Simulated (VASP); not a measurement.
A run of VASP 6.6.1 is set up as follows.

Contents of POSCAR:

```
InAs
1.0
    0.0000000000      3.0608851537      3.0608851537
    3.0608851537      0.0000000000      3.0608851537
    3.0608851537      3.0608851537      0.0000000000
In As
1 1
Direct
    0.0000000000      0.0000000000      0.0000000000
    0.7500000000      0.7500000000      0.7500000000
```

The input INCAR.step1:

```
PREC = Accurate
ENCUT = 520
ISMEAR = 0
SIGMA = 0.05
LREAL = False
LASPH = True
NELM = 80
NBANDS = 16
GGA = PE
ALGO = Normal
EDIFF = 1E-4
LWAVE = True
LCHARG = False
```

The input INCAR.step2:

```
PREC = Accurate
ENCUT = 520
EDIFF = 1E-7
ISMEAR = 0
SIGMA = 0.05
LREAL = False
LASPH = True
NELM = 80
ALGO = Normal
ISIF = 2
LWAVE = False
LCHARG = True
METAGGA = R2SCAN
LMIXTAU = True
LUSE_VDW = True
IVDW_NL = 2
BPARAM = 11.95
CPARAM = 0.0093
LELF = True
LVHAR = True
NBANDS = 16
ISTART = 1
```

KPOINTS

```
regular mesh
0
Gamma
  6 6 6
```

Potentials or basis: VASP PAW PBE potentials, release 64 (In_d, As).

Command:

```console
$ cat potpaw_PBE.64/In_d/POTCAR potpaw_PBE.64/As/POTCAR > POTCAR
$ cp INCAR.step1 INCAR
$ mpirun -np 1 vasp_std > vasp.out
$ cp INCAR.step2 INCAR
$ mpirun -np 1 vasp_std > vasp.out
```

(1) What does it give for the pressure?

Results:

(1) -0.9 GPa.

Caveat: the PAW data sets were made with another functional, which shifts forces and pressure a little.
